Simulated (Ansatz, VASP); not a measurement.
W: VASP beside Ansatz

Contents of POSCAR:

```
W
1.0
    0.0000000000      1.8901426883      2.2681712260
    1.8901426883      0.0000000000      2.2681712260
    1.8901426883      1.8901426883      0.0000000000
W
1
Direct
    0.0000000000      0.0000000000      0.0000000000
```

Contents of INCAR.step1:

```
SYSTEM = W
ALGO = Normal
EDIFF = 1E-4
ENCUT = 520
GGA = PE
ISMEAR = 0
LASPH = .TRUE.
LCHARG = .FALSE.
LREAL = .FALSE.
LWAVE = .TRUE.
NBANDS = 13
NELM = 100
PREC = Accurate
SIGMA = 0.15
```

The input INCAR.step2:

```
SYSTEM = W
ALGO = Normal
EDIFF = 1E-6
ENCUT = 520
ISIF = 2
ISMEAR = 0
ISTART = 1
LASPH = .TRUE.
LCHARG = .TRUE.
LELF = .TRUE.
LMIXTAU = .TRUE.
LREAL = .FALSE.
LVHAR = .TRUE.
LWAVE = .FALSE.
METAGGA = R2SCAN
NBANDS = 13
NELM = 100
PREC = Accurate
SIGMA = 0.15
```

File KPOINTS:

```
k-points
0
G
  28 28 28
  0 0 0
```

Input for Ansatz:

```yaml
crystal:
  lattice:
    - [0.0, 1.8901426883, 2.268171226]
    - [1.8901426883, 0.0, 2.268171226]
    - [1.8901426883, 1.8901426883, 0.0]
  atoms:
    - { symbol: W, position: [0.0, 0.0, 0.0] }
basis:
  ecutwfc: 500
kpoints:
  mp_grid: { grid: [28, 28, 28] }
hamiltonian:
  xc: r2scan
scf:
  occupations: { method: gaussian, width: 0.15 }
output:
  forces: true
  stress: true
  eigenvalues: true
```

Alike in both runs: task single point; functional r2SCAN; k mesh 28 × 28 × 28; occupations gaussian, width 0.15 eV; no spin polarisation.

```csv
,VASP,Ansatz
version,VASP 6.6.1,Ansatz 0.2.0
potentials or method,"VASP PAW PBE potentials, release 64 (W_sv), cutoff 520 eV","scalar-relativistic, plane waves, PAW"
valence electrons in the cell,14,14
```

VASP gave:

```
gap on the k mesh at the Fermi level (eV)                     : none
pressure (GPa)                                                : 2.2
traceless stress, the component that is largest in VASP (GPa) : 1.22
```

Which values does Ansatz return?

gap on the k mesh at the Fermi level (eV): none; pressure (GPa): 1.0; traceless stress, the component that is largest in VASP (GPa): 1.50.

VASP's potentials were made for PBE, not for r2SCAN. A gap of «none» marks a metal or a gap that the smearing closes.

Neither program's run includes spin-orbit coupling.
